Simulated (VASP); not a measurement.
Mg:

```xyz
2
Lattice="3.2722 0.0000 0.0000 -1.6361 2.8338 0.0000 0.0000 0.0000 5.3125" Properties=species:S:1:pos:R:3 pbc="T T T"
Mg    1.6361    0.9446    3.9844
Mg    0.0000    1.8892    1.3281
```

Base run:

* Program: VASP 6.6.1
* Functional: b88 exchange, pbe correlation
* Potentials or basis: VASP PAW PBE potentials, release 64 (Mg)
* Cutoff: 600 eV
* k mesh: 10 × 10 × 5
* Occupations: fermi-dirac, width 0.05 eV
* Spin: no spin polarisation

Its results: band gap on the k mesh zero (bands 2 and 3 overlap by 1.92 eV); pressure -1.9 GPa.

Q: The run is repeated on the same cell with these changes: functional from b88 exchange, pbe correlation to PBEsol; cutoff from 600 eV to 520 eV; dispersion from none to D4. What comes out?

A: Band gap on the k mesh zero (bands 2 and 3 overlap by 1.92 eV); pressure -3.4 GPa.

Several settings changed at once.

Caveats: the PAW data sets were made with another functional, which shifts forces and pressure a little; the cell stands under tension (at least some runs).
